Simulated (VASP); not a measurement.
Crystal: SiC.

```
Si C
1.0
    -2.97940    2.97940    2.97940
     2.97940   -2.97940    2.97940
     2.97940    2.97940   -2.97940
Si C
6 6
Direct
  0.12500 0.75000 0.87500
  0.62500 0.37500 0.25000
  0.75000 0.87500 0.12500
  0.87500 0.12500 0.75000
  0.37500 0.25000 0.62500
  0.25000 0.62500 0.37500
  0.75000 0.37500 0.62500
  0.12500 0.87500 0.25000
  0.25000 0.12500 0.87500
  0.37500 0.62500 0.75000
  0.87500 0.25000 0.12500
  0.62500 0.75000 0.37500
```

The cell was built from a structure type or drawn by symmetry, and may not be a known phase.

| Property | Result |
| --- | --- |
| Program | VASP 6.6.1 |
| Task | relaxation of cell and atoms |
| Functional | PBE |
| Potentials or basis | VASP PAW PBE potentials, release 64 (Si, C) |
| Cutoff | 600 eV |
| k mesh | 4 × 4 × 4 |
| Occupations | gaussian, width 0.1 eV |
| Spin | no spin polarisation |

At the start: pressure 45.0 GPa; volume 8.82 Å³/atom.

Q: How do energy, volume and symmetry change on relaxing?

A: Over 4 steps the energy falls by 186.9 meV/atom and the volume is 10.34 Å³/atom (+17.3 %); space group I-43d (No. 220, to 0.1 Å) before and after.

The path:
| step | energy change (eV) | largest force (eV/Å) | pressure (GPa) | volume (Å³) |
| --- | --- | --- | --- | --- |
| 1 | 0.0000 | 0.0000 | 44.98 | 105.79 |
| 2 | 0.0415 | 0.0000 | -25.70 | 148.39 |
| 3 | -2.2404 | 0.0000 | -1.00 | 124.60 |
| 4 | -2.2423 | 0.0000 | -0.17 | 124.09 |

Final structure:
```cif
data_structure
_symmetry_space_group_name_H-M 'P 1'
_symmetry_Int_Tables_number 1
_cell_length_a 5.4424
_cell_length_b 5.4424
_cell_length_c 5.4424
_cell_angle_alpha 109.471
_cell_angle_beta 109.471
_cell_angle_gamma 109.471
_cell_volume 124.09
loop_
_atom_site_label
_atom_site_type_symbol
_atom_site_fract_x
_atom_site_fract_y
_atom_site_fract_z
_atom_site_occupancy
Si1 Si 0.12500 0.75000 0.87500 1
Si2 Si 0.62500 0.37500 0.25000 1
Si3 Si 0.75000 0.87500 0.12500 1
Si4 Si 0.87500 0.12500 0.75000 1
Si5 Si 0.37500 0.25000 0.62500 1
Si6 Si 0.25000 0.62500 0.37500 1
C1 C 0.75000 0.37500 0.62500 1
C2 C 0.12500 0.87500 0.25000 1
C3 C 0.25000 0.12500 0.87500 1
C4 C 0.37500 0.62500 0.75000 1
C5 C 0.87500 0.25000 0.12500 1
C6 C 0.62500 0.75000 0.37500 1
```

Caveat: the volume moved by over 15 % at a fixed basis, so the end points are rough.
